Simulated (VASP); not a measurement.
Input of a VASP 6.6.1 run:

File INCAR:

```
SYSTEM = FeCuSO
PREC = Accurate
ENCUT = 520
EDIFF = 1E-6
ISMEAR = -1
SIGMA = 0.05
LREAL = .FALSE.
LASPH = .TRUE.
NELM = 150
ALGO = Normal
ISIF = 2
LWAVE = .FALSE.
LCHARG = .FALSE.
ISPIN = 2
MAGMOM = 4 -4 0 0 0 0 0 0
LORBIT = 11
LMAXMIX = 4
LDAU = .TRUE.
LDAUTYPE = 2
LDAUL = 2 -1 -1 -1
LDAUU = 4 0 0 0
LDAUJ = 0 0 0 0
LDAUPRINT = 1
GGA = PE
NBANDS = 45
```

KPOINTS

```
Automatic mesh
0
G
  7 7 4
  0 0 0
```

POSCAR

```
FeCuSO
1.0
    3.8219000000      0.0000000000      0.0000000000
    0.0000000000      3.8219000000      0.0000000000
    0.0000000000      0.0000000000      8.6450000000
Fe Cu S O
2 2 2 2
Direct
    0.5000000000      0.5000000000      0.0000000000
    0.0000000000      0.0000000000      0.0000000000
    0.0000000000      0.0000000000      0.5000000000
    0.5000000000      0.5000000000      0.5000000000
    0.5000000000      0.0000000000      0.3442000000
    0.0000000000      0.5000000000      0.6558000000
    0.5000000000      0.0000000000      0.9256000000
    0.0000000000      0.5000000000      0.0744000000
```

Potentials or basis: VASP PAW PBE potentials, release 64 (Fe, Cu, S, O).

The run is started by

```bash
$ cat potpaw_PBE.64/Fe/POTCAR potpaw_PBE.64/Cu/POTCAR potpaw_PBE.64/S/POTCAR potpaw_PBE.64/O/POTCAR > POTCAR
$ mpirun -np 1 vasp_std > vasp.out
```

Problem. What does it give for the largest force?

Solution. 0.427 eV/Å.

Problem. What does it give for the band gap on the k mesh?

Solution. Zero (filled and empty bands overlap).

Problem. Predict the site moments.

Solution. Fe +3.85, -3.85; Cu -0.01, +0.01; S +0.00; O +0.00 μB.

Stress tensor (GPa, compression positive):
```
 1.31  0.00  0.00
 0.00  1.31  0.00
 0.00  0.00 -3.44
```

The state reached can hang on the start; a lower one may exist.
